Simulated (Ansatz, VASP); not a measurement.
## One calculation of Ga2GeSe2, two programs

INCAR

```
ALGO = Normal
EDIFF = 1E-7
EDIFFG = -0.04
ENCUT = 600
GGA = PE
IBRION = 2
ISIF = 3
ISMEAR = 0
LASPH = True
LCHARG = False
LREAL = False
LWAVE = False
NELM = 80
NSW = 90
PREC = Accurate
SIGMA = 0.1
```

File KPOINTS:

```
k-points
0
Gamma
  6 6 2
```

Contents of POSCAR:

```
Ga2GeSe2
1.0
    4.1629865500      0.0000000000      0.0000000000
   -2.0814932800      3.6052521100      0.0000000000
    0.0000000000      0.0000000000      8.2525724100
Ga Ge Se
2 1 2
Direct
    0.3333333300      0.6666666700      0.5000000000
    0.6666666700      0.3333333300      0.5000000000
    0.0000000000      0.0000000000      0.5000000000
    0.0000000000      0.0000000000      0.2716630000
    0.0000000000      0.0000000000      0.7283370000
```

Input for Ansatz:

```yaml
crystal:
  lattice:
    - [4.16298655, 0.0, 0.0]
    - [-2.08149328, 3.60525211, 0.0]
    - [0.0, 0.0, 8.25257241]
  atoms:
    - { symbol: Ga, position: [0.33333333, 0.66666667, 0.5] }
    - { symbol: Ga, position: [0.66666667, 0.33333333, 0.5] }
    - { symbol: Ge, position: [0.0, 0.0, 0.5] }
    - { symbol: Se, position: [0.0, 0.0, 0.271663] }
    - { symbol: Se, position: [0.0, 0.0, 0.728337] }
basis:
  ecutwfc: 420
kpoints:
  mp_grid: { grid: [6, 6, 2] }
hamiltonian:
  xc: pbe
scf:
  occupations: { method: gaussian, width: 0.1 }
  lower_state_search: "off"
output:
  forces: true
  stress: true
  eigenvalues: true
relax:
  adjacent_minimum: "off"
  f_tol: 0.04
  max_steps: 70
  cell: { stress_tol: 0.4 }
```

Alike in both runs: task relaxation of cell and atoms; functional PBE; k mesh 6 × 6 × 2; occupations gaussian, width 0.1 eV; no spin polarisation.

```csv
,VASP,Ansatz
version,VASP 6.6.1,Ansatz 0.2.0
potentials or method,"VASP PAW PBE potentials, release 64 (Ga_d, Ge_d, Se), cutoff 600 eV","scalar-relativistic, plane waves, PAW"
valence electrons in the cell,52,72
```

```csv
,VASP,Ansatz,Ansatz less VASP
"gap on the k mesh at the Fermi level, each at its own relaxed structure (eV)",none,none,-
relaxed volume (Å³/atom),31.71,31.59,-0.118
relaxed cell length with the largest relative difference (Å),4.932,4.923,-0.0098
```

A gap of «none» marks a metal or a gap that the smearing closes. VASP's potentials hold 52 valence electrons a cell and Ansatz's 72, so a difference there can come from the potentials and not from the codes.

The k mesh is coarse, so the values compare programs but aren't converged. Noted on VASP's run: the volume moved by over 15 % at a fixed basis, so the end points are rough.
